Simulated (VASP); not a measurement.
**Li: single point with r2SCAN**

Li:

```
CELL_PARAMETERS angstrom
7.31287 0.00000 0.00000
0.00000 7.31287 0.00000
0.00000 0.00000 7.31287
ATOMIC_POSITIONS crystal
Li 0.00794 0.01821 0.97632
Li 0.51662 0.96926 0.97164
Li 0.98682 0.50708 0.00453
Li 0.98864 0.99319 0.51334
Li 0.22355 0.25614 0.23140
Li 0.50255 0.48437 0.98324
Li 0.48759 0.00429 0.50433
Li 0.74697 0.25112 0.24375
Li 0.96678 0.50819 0.50504
Li 0.25284 0.74772 0.22820
Li 0.22899 0.22834 0.75742
Li 0.51017 0.51167 0.52481
Li 0.75370 0.78898 0.23850
Li 0.74538 0.24960 0.76967
Li 0.29147 0.74186 0.77673
Li 0.76646 0.74019 0.74458
```

```json
{
  "Program": "VASP 6.6.1",
  "Task": "single point",
  "Functional": "r2SCAN",
  "Potentials or basis": "VASP PAW PBE potentials, release 64 (Li_sv)",
  "Cutoff": "520 eV",
  "k mesh": "2 × 2 × 2",
  "Occupations": "fermi-dirac, width 0.1 eV",
  "Spin": "no spin polarisation",
  "Dipole correction": "no",
  "Further INCAR settings": "LREAL = Auto; ALGO = Normal; EDIFF = 1e-06; NBANDS = 38"
}
```

| Property | Result |
| --- | --- |
| Largest force | 0.485 eV/Å |
| Band gap on the k mesh | zero (bands 24 and 25 overlap by 0.87 eV) |

Forces in eV/Å, atoms in the order of the input:
```
Li  -0.089 -0.238  0.140
Li   0.025  0.301  0.126
Li  -0.008  0.071 -0.121
Li   0.068  0.007 -0.043
Li   0.133 -0.077  0.085
Li   0.058  0.007  0.154
Li   0.062  0.008  0.044
Li  -0.022 -0.068  0.012
Li   0.252 -0.069 -0.041
Li  -0.024  0.021  0.098
Li   0.175  0.284 -0.085
Li  -0.056 -0.107 -0.190
Li  -0.052 -0.220 -0.013
Li   0.025 -0.040 -0.158
Li  -0.456 -0.022 -0.162
Li  -0.090  0.143  0.153
```

Levels at points of the mesh, in eV from the Fermi level:
```tsv
k point	band 20	band 21	band 22	band 23	band 24	band 25	band 26	band 27
(0.00, 0.00, 0.00)	-1.03	-1.01	-0.97	-0.93	0.44	0.45	0.45	0.46
(0.50, 0.00, 0.00)	-0.54	-0.52	-0.50	-0.47	-0.43	-0.42	-0.39	1.12
(0.00, 0.50, 0.00)	-0.56	-0.55	-0.51	-0.47	-0.44	-0.37	-0.36	1.16
(0.00, 0.00, 0.50)	-0.61	-0.55	-0.48	-0.44	-0.40	-0.37	-0.34	1.06
(0.50, 0.50, 0.00)	-2.19	-0.01	0.03	0.04	0.08	0.12	0.17	0.19
(0.00, 0.50, 0.50)	-2.18	-0.08	-0.05	0.07	0.09	0.17	0.20	0.22
(0.50, 0.00, 0.50)	-2.15	-0.07	-0.05	0.02	0.08	0.11	0.20	0.27
(0.50, 0.50, 0.50)	-1.66	-1.64	-1.62	-1.56	-1.50	2.32	2.34	2.41
```

Run time: 8.2 min on 1 thread of Intel(R) Xeon(R) 6975P-C (Granite Rapids), on a shared host, peak memory 0.44 GiB.

Caveat: the k points lie up to 0.43 Å⁻¹ apart, too coarse for converged energies and pressures of a metal; the PAW data sets were made with another functional, which shifts forces and pressure a little.
